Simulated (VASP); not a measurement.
Set up this calculation in VASP 6.6.1, as the native input.

| Quantity | Value |
| --- | --- |
| Task | single point |
| Functional | r2SCAN |
| Potentials or basis | VASP PAW PBE potentials, release 64 (Rh_sv_GW) |
| Cutoff | 680 eV |
| k mesh | 14 × 14 × 14 |
| Occupations | methfessel-paxton, width 0.2 eV |
| Spin | no spin polarisation |
| Dipole correction | no |
| Further INCAR settings | ALGO = Normal; EDIFF = 1e-06; NBANDS = 14 |

Rh:

```xyz
1
Lattice="0.0000 1.9008 1.9008 1.9008 0.0000 1.9008 1.9008 1.9008 0.0000" Properties=species:S:1:pos:R:3 pbc="T T T"
Rh    0.0000    0.0000    0.0000
```

The input as run:

POSCAR

```
Rh
1.0
    0.0000000000      1.9008071574      1.9008071574
    1.9008071574      0.0000000000      1.9008071574
    1.9008071574      1.9008071574      0.0000000000
Rh
1
Direct
    0.0000000000      0.0000000000      0.0000000000
```

INCAR.step1

```
PREC = Accurate
ENCUT = 680
ISMEAR = 1
SIGMA = 0.2
LREAL = F
LASPH = T
NELM = 120
NBANDS = 14
GGA = PE
ALGO = Normal
EDIFF = 1E-5
LWAVE = T
LCHARG = F
GGA_COMPAT = F
```

INCAR.step2

```
PREC = Accurate
ENCUT = 680
EDIFF = 1E-6
ISMEAR = 1
SIGMA = 0.2
LREAL = F
LASPH = T
NELM = 120
ALGO = Normal
ISIF = 2
LWAVE = F
LCHARG = F
METAGGA = R2SCAN
LMIXTAU = T
NBANDS = 14
ISTART = 1
GGA_COMPAT = F
```

KPOINTS

```
regular mesh
0
Gamma
  14 14 14
```

Potentials or basis: VASP PAW PBE potentials, release 64 (Rh_sv_GW).

Command:

```sh
$ cat potpaw_PBE.64/Rh_sv_GW/POTCAR > POTCAR
$ cp INCAR.step1 INCAR
$ mpirun -np 1 vasp_std > vasp.out
$ cp INCAR.step2 INCAR
$ mpirun -np 1 vasp_std > vasp.out
```

Results of the run:

```json
{
 "Pressure": "-0.4 GPa",
 "Band gap on the k mesh": "zero (an odd number of electrons rules out a gap without spin polarisation)"
}
```

Caveat: the PAW data sets were made with another functional, which shifts forces and pressure a little.

Run time: 58 s on 1 thread of Intel(R) Xeon(R) Platinum 8488C (Sapphire Rapids) (shared host), peak memory 0.17 GiB.
